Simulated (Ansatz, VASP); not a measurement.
**BaTiO3 in VASP and in Ansatz**

```
CELL_PARAMETERS angstrom
4.00730 0.00000 0.00000
0.00000 4.00730 0.00000
0.00000 0.00000 4.04737
ATOMIC_POSITIONS crystal
Ba 0.50000 0.50000 0.50000
Ti 0.00000 0.00000 0.00000
O 0.50000 0.00000 0.00000
O 0.00000 0.50000 0.00000
O 0.00000 0.00000 0.50000
```

Change from the starting cell: zz strain of +1 %, crystal datasets.

Alike in both runs: task electric field gradients; functional PBE; k mesh 8 × 8 × 8; occupations fermi-dirac, width 0.05 eV; no spin polarisation.

```csv
,VASP,Ansatz
version,VASP 6.6.1,Ansatz 0.2.0
potentials or method,"VASP PAW PBE potentials, release 64 (Ba_sv, Ti_sv, O), cutoff 520 eV","all-electron PAW with datasets made for the crystal, scalar-relativistic"
```

```csv
,VASP,Ansatz,Ansatz less VASP
pressure (GPa),1.6,-0.1,-1.69
"traceless stress, the component that is largest in VASP (GPa)",-1.21,-1.16,+0.045
size of Vzz on the site where it differs most (V/Å²),29.1,28.9,-0.22
```

Ansatz ran all-electron here, and VASP with PAW potentials.

Neither program's run includes spin-orbit coupling.
